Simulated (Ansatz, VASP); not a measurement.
# Two plane-wave programs on MgB2

Contents of INCAR:

```
SYSTEM = MgB2
ALGO = Normal
EDIFF = 1E-8
ENCUT = 520
ISIF = 2
ISMEAR = -1
LASPH = .TRUE.
LCHARG = .FALSE.
LEFG = .TRUE.
LREAL = .FALSE.
LWAVE = .FALSE.
NBANDS = 11
NELM = 100
PREC = Accurate
SIGMA = 0.05
```

KPOINTS

```
k-points
0
G
  12 12 9
  0 0 0
```

The input POSCAR:

```
MgB2
1.0
    3.0220238365      0.0000000000      0.0000000000
   -1.5110119183      2.6171494133      0.0000000000
    0.0000000000      0.0000000000      3.4510818610
Mg B
1 2
Direct
    0.0000000000      0.0000000000      0.0000000000
    0.3333333333      0.6666666667      0.5000000000
    0.6666666667      0.3333333333      0.5000000000
```

Input for Ansatz:

```yaml
crystal:
  lattice:
    - [3.0220238365, 0.0, 0.0]
    - [-1.5110119183, 2.6171494133, 0.0]
    - [0.0, 0.0, 3.451081861]
  atoms:
    - { symbol: Mg, position: [0.0, 0.0, 0.0] }
    - { symbol: B, position: [0.3333333333, 0.6666666667, 0.5] }
    - { symbol: B, position: [0.6666666667, 0.3333333333, 0.5] }
kpoints:
  mp_grid: { grid: [12, 12, 9] }
scf:
  occupations: { method: fermi_dirac, width: 0.05 }
hamiltonian:
  xc: lda
  pseudopotentials: { kind: paw }
output:
  forces: true
  stress: true
  eigenvalues: true
  efg: { contact_densities: true }
```

Change from the starting cell: volume scaled by 0.94, PAW files.

Alike in both runs: task electric field gradients; functional LDA; k mesh 12 × 12 × 9; occupations fermi-dirac, width 0.05 eV; no spin polarisation.

|  | VASP | Ansatz |
| --- | --- | --- |
| version | VASP 6.6.1 | Ansatz 0.2.0 |
| potentials or method | VASP PAW LDA potentials, release 64 (Mg, B) | PAW with Ansatz's default frozen-core files, scalar-relativistic |
| plane-wave cutoff (eV) | 520 | 420 |
| valence electrons in the cell | 8 | 16 |

Ansatz gave:

| Quantity | Value |
| --- | --- |
| pressure (GPa) | 1.9 |
| traceless stress, the component that is largest in VASP (GPa) | -1.93 |
| size of Vzz on the site where it differs most (V/Å²) | 18.0 |

**Question.** Which values does VASP return?

**Answer.** Pressure (GPa): 1.3; traceless stress, the component that is largest in VASP (GPa): -2.01; size of Vzz on the site where it differs most (V/Å²): 20.4.

LDA's correlation is that of Perdew and Zunger in VASP and of Perdew and Wang (1992) in Ansatz. VASP's potentials hold 8 valence electrons a cell and Ansatz's 16, so a difference there can come from the potentials and not from the codes.
